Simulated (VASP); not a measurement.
Cd: single point with PBEsol

Crystal: Cd.

```
Cd
1.0
     2.97887    0.00000    0.00000
    -1.48944    2.57978    0.00000
     0.00000    0.00000    5.61765
Cd
2
Direct
  0.33333 0.66667 0.25000
  0.66667 0.33333 0.75000
```

```yaml
Program: VASP 6.6.1
Task: single point
Functional: PBEsol
Potentials_or_basis: VASP PAW PBE potentials, release 64 (Cd)
Cutoff: 520 eV
k_mesh: 18 × 18 × 8
Occupations: gaussian, width 0.15 eV
Spin: no spin polarisation
Dipole_correction: no
Further_INCAR_settings: ALGO = Fast; EDIFF = 1e-06; NBANDS = 19
```

* Pressure: -1.2 GPa
* Band gap on the k mesh: zero (band 12 reaches 4.30 eV, above the bottom of band 13 at -0.25 eV)

Stress tensor (GPa, compression positive):
```
-1.29  0.00  0.00
 0.00 -1.29  0.00
 0.00  0.00 -0.88
```

Levels at points of the mesh, in eV from the Fermi level:
| k point | band 8 | band 9 | band 10 | band 11 | band 12 | band 13 | band 14 | band 15 | band 16 | band 17 |
| --- | --- | --- | --- | --- | --- | --- | --- | --- | --- | --- |
| (0.00, 0.00, 0.00) | -8.75 | -8.75 | -8.50 | -8.50 | -3.16 | -3.13 | 10.45 | 14.36 | 14.76 | 14.76 |
| (0.50, 0.00, 0.00) | -8.53 | -8.23 | -8.21 | -2.45 | -1.95 | 1.87 | 2.92 | 3.07 | 5.15 | 8.27 |
| (0.00, 0.00, 0.50) | -8.61 | -8.61 | -8.61 | -7.48 | -7.48 | 3.61 | 3.61 | 14.69 | 14.69 | 15.70 |
| (0.50, 0.00, 0.50) | -8.51 | -8.22 | -8.22 | -1.65 | -1.65 | -0.02 | -0.02 | 7.98 | 7.98 | 9.90 |

Run time: 53 s on 1 thread of Intel(R) Xeon(R) Platinum 8488C (Sapphire Rapids), with other jobs on the host, peak memory 0.24 GiB.

Caveat: the PAW data sets were made with another functional, which shifts forces and pressure a little.
